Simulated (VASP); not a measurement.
# TaN (P1) in VASP: a series of runs

Runs on TaN. Level: LDA. Tasks: single point.

Program: VASP 6.6.1. These are calculated values, not measurements. Logs are shortened: lines on timing, memory, paths and dates and some standing lists are left out, and cuts for length are marked.

## 1. The cell of the first run

The typed cell holds 2 atoms: a = 2.938 Å, b = 2.951 Å, c = 2.883 Å, α = 90.21°, β = 90.57°, γ = 120.43°.

## 2. Single point, LDA (equal xy, yz and zx shear strains of -1 %)

File INCAR:

```
SYSTEM = TaN
  PREC = Accurate
  ENCUT = 520
  EDIFF = 1E-6
  ISMEAR = -1
  SIGMA = 0.02
  LREAL = .FALSE.
  LASPH = .TRUE.
  NELM = 80
  ALGO = Normal
  ISIF = 2
  LWAVE = .FALSE.
  LCHARG = .FALSE.
  NBANDS = 15
```

File KPOINTS:

```
regular mesh
0
G
  12 12 10
  0 0 0
```

File POSCAR:

```
TaN
1.0
    2.9379988584     -0.0146899943     -0.0146899943
   -1.4817213374      2.5517266448     -0.0053769111
   -0.0144150000     -0.0144150000      2.8830000000
Ta N
1 1
Direct
    0.3333333333      0.6666666667      0.5000000000
    0.0000000000      0.0000000000      0.0000000000
```

Potentials or basis: VASP PAW LDA potentials, release 64 (Ta_pv, N).

On the command line:

```bash
$ cat potpaw_LDA.64/Ta_pv/POTCAR potpaw_LDA.64/N/POTCAR > POTCAR
$ mpirun -np 1 vasp_std > vasp.out
```

OUTCAR:

```text
SYSTEM = TaN
   PREC = Accurate
   ENCUT = 520
   EDIFF = 1E-6
   ISMEAR = -1
   LREAL = .FALSE.
   LASPH = .TRUE.
   NELM = 80
   ISIF = 2

 ion  position               nearest neighbor table
   1  0.333  0.667  0.500-   2 2.21   2 2.22   2 2.23   2 2.24   2 2.24   2 2.24
   2  0.000  0.000  0.000-   1 2.21   1 2.22   1 2.23   1 2.24   1 2.24   1 2.24

  LATTYP: Found a triclinic cell.
 ALAT       =     2.9507348072
 B/A-ratio  =     1.7246180512
 C/A-ratio  =     1.4019657361
 COS(alpha) =     0.0001326136
 COS(beta)  =     0.3571629385
 COS(gamma) =     0.8672748744

  Lattice vectors:

 A1 = (   1.4817213374,  -2.5517266448,   0.0053769111)
 A2 = (   0.0254438164,  -5.0887632953,   0.0254438165)
 A3 = (   2.9524138584,  -0.0002749943,  -2.8976899943)

Analysis of symmetry for initial positions (statically):
=====================================================================
 Subroutine PRICEL returns:
 Original cell was already a primitive cell.

 Routine SETGRP: Setting up the symmetry group for a
 triclinic supercell.

 Subroutine GETGRP returns: Found  1 space group operations
 (whereof  1 operations were pure point group operations)
 out of a pool of  2 trial point group operations.

The static configuration has the point symmetry C_1 .

Analysis of symmetry for dynamics (positions and initial velocities):
=====================================================================
 Subroutine PRICEL returns:
 Original cell was already a primitive cell.

 Routine SETGRP: Setting up the symmetry group for a
 triclinic supercell.

 Subroutine GETGRP returns: Found  1 space group operations
 (whereof  1 operations were pure point group operations)
 out of a pool of  2 trial point group operations.

The dynamic configuration has the point symmetry C_1 .

 Subroutine INISYM returns: Found  1 space group operations
 (whereof  1 operations are pure point group operations),
 and found     1 'primitive' translations

----------------------------------------------------------------------------------------

                                     Primitive cell

  volume of cell :      21.5499

  direct lattice vectors                    reciprocal lattice vectors
     2.937998858 -0.014689994 -0.014689994     0.341372378  0.198231752  0.002698021
    -1.481721337  2.551726645 -0.005376911     0.001975088  0.393042551  0.001975088
    -0.014415000 -0.014415000  2.883000000     0.001743107  0.001743107  0.346878340

  length of vectors
     2.938072307  2.950734807  2.883072074     0.394763483  0.393052476  0.346887099

  position of ions in fractional coordinates (direct lattice)
     0.333333333  0.666666667  0.500000000
     0.000000000  0.000000000  0.000000000

  ion indices of the primitive-cell ions
   primitive index   ion index
                 1           1
                 2           2

----------------------------------------------------------------------------------------

 KPOINTS: regular mesh

Automatic generation of k-mesh.
 Grid dimensions read from file:
 generate k-points for:   12   12   10

 Generating k-lattice:

  Cartesian coordinates                     Fractional coordinates (reciprocal lattice)
     0.028447698  0.016519313  0.000224835     0.083333333 -0.000000000  0.000000000
     0.000164591  0.032753546  0.000164591    -0.000000000  0.083333333  0.000000000
     0.000174311  0.000174311  0.034687834    -0.000000000 -0.000000000  0.100000000

  Length of vectors
     0.032896957  0.032754373  0.034688710

  Shift w.r.t. Gamma in fractional coordinates (k-lattice)
     0.000000000  0.000000000  0.000000000

 Subroutine IBZKPT returns following result:
 ===========================================

 Found    724 irreducible k-points:

 Following reciprocal coordinates:
            Coordinates               Weight
  0.000000  0.000000  0.000000      1.000000
  0.083333  0.000000 -0.000000      2.000000
  0.166667  0.000000  0.000000      2.000000
  0.250000  0.000000  0.000000      2.000000
  0.333333 -0.000000  0.000000      2.000000
  0.416667  0.000000  0.000000      2.000000
[... 16 lines left out ...]
  0.250000  0.166667  0.000000      2.000000
  0.333333  0.166667 -0.000000      2.000000
 [... further k-points ...]
   k-points           NKPTS =    724   k-points in BZ     NKDIM =    724   number of bands    NBANDS=     15
   number of dos      NEDOS =    301   number of ions     NIONS =      2
   total plane-waves  NPLWV =  13824
   dimension x,y,z NGX =    24 NGY =   24 NGZ =   24
   dimension x,y,z NGXF=    48 NGYF=   48 NGZF=   48
   ions per type =               1   1
   NGX,Y,Z   is equivalent  to a cutoff of  13.58, 13.52, 13.84 a.u.
   NGXF,Y,Z  is equivalent  to a cutoff of  27.16, 27.04, 27.68 a.u.
 SYSTEM =  TaN
   PREC   = accura    normal or accurate (medium, high low for compatibility)
   ISTART =      0    job   : 0-new  1-cont  2-samecut
   ICHARG =      2    charge: 1-file 2-atom 10-const
   ISPIN  =      1    spin polarized calculation?
   LNONCOLLINEAR =      F non collinear calculations
   LSORBIT =      F    spin-orbit coupling
   LASPH  =      T    aspherical Exc in radial PAW
   ENCUT  =  520.0 eV  38.22 Ry    6.18 a.u.   5.46  5.49  5.36*2*pi/ulx,y,z
   NELM   =     80;   NELMIN=  2; NELMDL= -5     # of ELM steps
   EDIFF  = 0.1E-05   stopping-criterion for ELM
   LREAL  =      F    real-space projection
[... 7 lines left out ...]
   TEBEG  =    0.0;   TEEND  =   0.0 temperature during run
   PSTRESS=    0.0 pullay stress
   NELECT =      16.0000    total number of electrons
   NUPDOWN=      -1.0000    fix difference up-down
   EMIN   =  10.00;   EMAX   =-10.00  energy-range for DOS
   EFERMI =   0.00;   METHOD = LEGACY
   ISMEAR =    -1;   SIGMA  =   0.02  broadening in eV -4-tet -1-fermi 0-gaus
   EFERMI_NEDOS =   21; number of points for ismear=-14 and -15
   IALGO  =     38    algorithm
   IMIX   =      4    mixing-type and parameters
     AMIX     =   0.40;   BMIX     =  1.00
     AMIX_MAG =   1.60;   BMIX_MAG =  1.00
  volume/ion in A,a.u.               =      10.77        72.71
  Fermi-wavevector in a.u.,A,eV,Ry     =   1.482403  2.801335 29.899046  2.197518
  Thomas-Fermi vector in A             =   2.596193
   LORBIT       =      0    0 simple, 1 ext, 2 COOP (PROOUT), +10 PAW based schemes
   GGA     = CA    functional components
   LHFCALC =     F    Hartree Fock is set to
   AEXX    =    0.0000 exact exchange contribution
   IVDW    =     0    specifies the selected vdW correction
   LEPSILON=     F    determine dielectric tensor
   LRPA    =     F    only Hartree local field effects (RPA)
 non-spin polarized calculation
  energy-cutoff  :      520.00
  volume of cell :       21.55
 maximum number of plane-waves:       600
 NGX is ok and might be reduce to    24
   NGX = 11   NGY = 11   NGZ = 11

 number of electron      16.0000001 magnetization

 Free energy of the ion-electron system (eV)
  ---------------------------------------------------
  ext. energy  EPLUGINS =         0.00000000
  ---------------------------------------------------
  free energy    TOTEN  =       -24.69616760 eV

  energy without entropy =      -24.69603180  energy(sigma->0) =      -24.69609970

 E-fermi :   8.1696     XC(G=0): -13.5829

 val. band max:        8.1681398562   @ k =   0.0000   0.0000   0.4000
 cond. band min:       8.1984685218   @ k =  -0.0833  -0.0000   0.4000
 fundamental gap:      0.0303286656
 Fermi energy:         8.1695901511

 k-point     1 :       0.0000    0.0000    0.0000
  band No.  band energies     occupation
      1     -26.5239      2.00000
      2     -26.2673      2.00000
      3     -26.2452      2.00000
      4      -9.4291      2.00000
      5       3.4995      2.00000
      6       3.6219      2.00000
      7       3.9162      2.00000
      8       5.2347      2.00000
      9      10.4624      0.00000
     10      11.5969      0.00000
     11      11.7172      0.00000
     12      12.0534      0.00000
     13      12.1038      0.00000
     14      20.4929      0.00000
     15      21.2985      0.00000

 k-point     2 :       0.0833    0.0000   -0.0000
  band No.  band energies     occupation
      1     -26.5140      2.00000
      2     -26.3249      2.00000
      3     -26.2821      2.00000
      4      -9.2809      2.00000
      5       3.1733      2.00000
      6       3.6232      2.00000
      7       4.1293      2.00000
      8       5.0245      2.00000
      9      10.9739      0.00000
     10      11.4286      0.00000
     11      11.6258      0.00000
     12      11.9790      0.00000
     13      12.2806      0.00000
     14      20.4942      0.00000
     15      21.2648      0.00000

 k-point     3 :       0.1667    0.0000    0.0000
  band No.  band energies     occupation
      1     -26.5313      2.00000
      2     -26.4868      2.00000
      3     -26.3287      2.00000
      4      -8.8726      2.00000
      5       2.2755      2.00000
      6       3.9215      2.00000
      7       4.4744      2.00000
      8       4.6312      2.00000
      9      10.7239      0.00000
     10      11.6704      0.00000
     11      11.8340      0.00000
     12      12.2030      0.00000
     13      12.7122      0.00000
     14      20.4974      0.00000
     15      21.2184      0.00000

 k-point     4 :       0.2500    0.0000    0.0000
  band No.  band energies     occupation
      1     -26.8028      2.00000
      2     -26.4495      2.00000
      3     -26.3908      2.00000
      4      -8.3009      2.00000
      5       1.3319      2.00000
      6       3.9018      2.00000
      7       4.3054      2.00000
      8       5.0462      2.00000
      9      10.2880      0.00000
     10      11.4767      0.00000
     11      12.0616      0.00000
     12      13.0409      0.00000
     13      13.5134      0.00000
     14      20.5025      0.00000
     15      21.3671      0.00000
[... 307 lines left out ...]
 k-point    22 :       0.1667    0.1667    0.0000
  band No.  band energies     occupation
      1     -26.8930      2.00000
      2     -26.4638      2.00000
      3     -26.4310      2.00000
      4      -7.9996      2.00000
      5       1.0590      2.00000
      6       3.6615      2.00000
      7       4.1297      2.00000
      8       5.4670      2.00000
      9       9.7058      0.00000
     10      10.9077      0.00000
     11      12.6227      0.00000
     12      13.6936      0.00000
     13      14.2475      0.00000
     14      20.5048      0.00000
     15      21.5658      0.00000

 k-point    23 :       0.2500    0.1667    0.0000
  band No.  band energies     occupation
      1     -27.0691      2.00000
      2     -26.5666      2.00000
      3     -26.3985      2.00000
      4      -7.4584      2.00000
      5       0.5609      2.00000
      6       3.2791      2.00000
      7       3.8634      2.00000
      8       6.0497      2.00000
      9       9.5591      0.00000
     10      10.3533      0.00000
     11      13.0143      0.00000
     12      14.2528      0.00000
     13      15.6168      0.00000
     14      20.5045      0.00000
     15      21.8129      0.00000

 k-point    24 :       0.3333    0.1667   -0.0000
  band No.  band energies     occupation
      1     -27.1885      2.00000
      2     -26.6463      2.00000
      3     -26.3747      2.00000
      4      -7.0407      2.00000
      5       0.2615      2.00000
      6       3.0294      2.00000
      7       3.5154      2.00000
      8       6.3827      2.00000
      9       9.9353      0.00000
     10      10.1887      0.00000
     11      12.6266      0.00000
     12      14.5874      0.00000
     13      17.3096      0.00000
     14      20.4824      0.00000
     15      20.9871      0.00000

 [... further k-points ...]
[... 5 lines left out ...]
  --------------------------------------------------------------------------------------
  -------------------------------------------------------------------------------------
  Total       -1.2553465     -1.2299136     -1.4254245      0.3007443      0.3296548      0.3298929
  in kB      -93.3315234    -91.4406601   -105.9763551     22.3595065     24.5089170     24.5266179
  external PRESSURE =     -96.9161796 kB  Pullay stress =       0.0000000 kB

 VOLUME and BASIS-vectors are now :
 -----------------------------------------------------------------------------
  energy-cutoff  :      520.00
  volume of cell :       21.55
      direct lattice vectors                 reciprocal lattice vectors
     2.937998858 -0.014689994 -0.014689994     0.341372378  0.198231752  0.002698021
    -1.481721337  2.551726645 -0.005376911     0.001975088  0.393042551  0.001975088
    -0.014415000 -0.014415000  2.883000000     0.001743107  0.001743107  0.346878340

 POSITION                                       TOTAL-FORCE (eV/Angst)
 -----------------------------------------------------------------------------------
     -0.01569      1.68905      1.43302        -0.017523     -0.000373     -0.005406
      0.00000      0.00000      0.00000         0.017523      0.000373      0.005406
 -----------------------------------------------------------------------------------
    total drift:                               -0.000029     -0.000007      0.000028

  FREE ENERGIE OF THE ION-ELECTRON SYSTEM (eV)
  ---------------------------------------------------
  free  energy   TOTEN  =       -24.6961676033 eV

  energy  without entropy=      -24.6960317971  energy(sigma->0) =      -24.69609970
```

Wall time 60 s (1 thread of Intel Xeon 6975P-C (Granite Rapids), shared host); peak memory 0.33 GiB.

What came out:

| Quantity | Value |
| --- | --- |
| Free energy | -24.6962 eV |
| Pressure | -9.7 GPa |
| Largest force | 0.018 eV/Å |
| Band gap on the k mesh | zero (band 8 reaches 8.41 eV, above the bottom of band 9 at 8.09 eV) |

Forces in eV/Å, atoms in the order of the input:
```
Ta  -0.018  0.000 -0.005
N    0.018  0.000  0.005
```

Caveat: the cell differs from its parent crystal (equal xy, yz and zx shear strains of -1 %); spin-orbit coupling is left out, which moves the levels of the heavy elements.

(Part 1 of 2 ends here.)
